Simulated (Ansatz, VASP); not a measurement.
One calculation of Lu, two programs

Contents of INCAR:

```
PREC     = Accurate       # precision mode
ENCUT    = 520            # plane-wave cutoff, eV
EDIFF    = 1E-7           # SCF threshold, eV
ISMEAR   = 1              # smearing method
SIGMA    = 0.3            # smearing width, eV
LREAL    = False          # projectors in reciprocal space
LASPH    = True           # aspherical terms in the spheres
NELM     = 80             # most SCF steps
ALGO     = Normal         # electronic algorithm
ISIF     = 2              # what is computed and relaxed
LWAVE    = False          # write WAVECAR
LCHARG   = False          # write CHGCAR
GGA      = CA             # functional
NBANDS   = 32             # bands
```

KPOINTS

```
regular mesh
0
Gamma
  11 11 6
```

The input POSCAR:

```
Lu
1.0
    3.3823924653      0.0000000000      0.0000000000
   -1.6911962327      2.9292378005      0.0000000000
    0.0000000000      0.0000000000      5.2524129119
Lu
2
Direct
    0.3333333333      0.6666666667      0.2500000000
    0.6666666667      0.3333333333      0.7500000000
```

Input for Ansatz:

```yaml
crystal:
  lattice:
    - [3.3823924653, 0.0, 0.0]
    - [-1.6911962327, 2.9292378005, 0.0]
    - [0.0, 0.0, 5.2524129119]
  atoms:
    - { symbol: Lu, position: [0.3333333333, 0.6666666667, 0.25] }
    - { symbol: Lu, position: [0.6666666667, 0.3333333333, 0.75] }
hamiltonian:
  xc: lda
  pseudopotentials:
    kind: paw
    azcp:
      Lu: "pseudopotentials/Lu.paw.azcp"
basis:
  ecutwfc: 420
  fft_grid_basis: typed
kpoints:
  mp_grid: { grid: [11, 11, 6], shift: [0, 0, 0] }
magnetization:
  spin_polarized: false
scf:
  occupations: { method: methfessel_paxton, width: 0.3 }
  lower_state_search: "off"
output:
  stress: true
  write_density: true
  write_potential: true
  elf: true
  volumetric_format: npy
```

Alike in both runs: task single point; functional LDA; k mesh 11 × 11 × 6; occupations methfessel-paxton of order 1, width 0.3 eV; no spin polarisation.

|  | VASP | Ansatz |
| --- | --- | --- |
| version | VASP 6.6.1 | Ansatz 0.2.0 |
| potentials or method | VASP PAW PBE potentials, release 64 (Lu), cutoff 520 eV | plane waves (420 eV) with PAW, scalar-relativistic |
| valence electrons in the cell | 50 | 50 |

```tsv
	VASP	Ansatz	Ansatz less VASP
pressure (GPa)	0.1	-0.1	-0.22
traceless stress, the component that is largest in VASP (GPa)	-0.13	-0.15	-0.022
```

VASP's potentials were made for PBE, not for LDA, and Ansatz warns of the same on its side. LDA's correlation is that of Perdew and Zunger in VASP and of Perdew and Wang (1992) in Ansatz.

Spin-orbit coupling is off throughout.
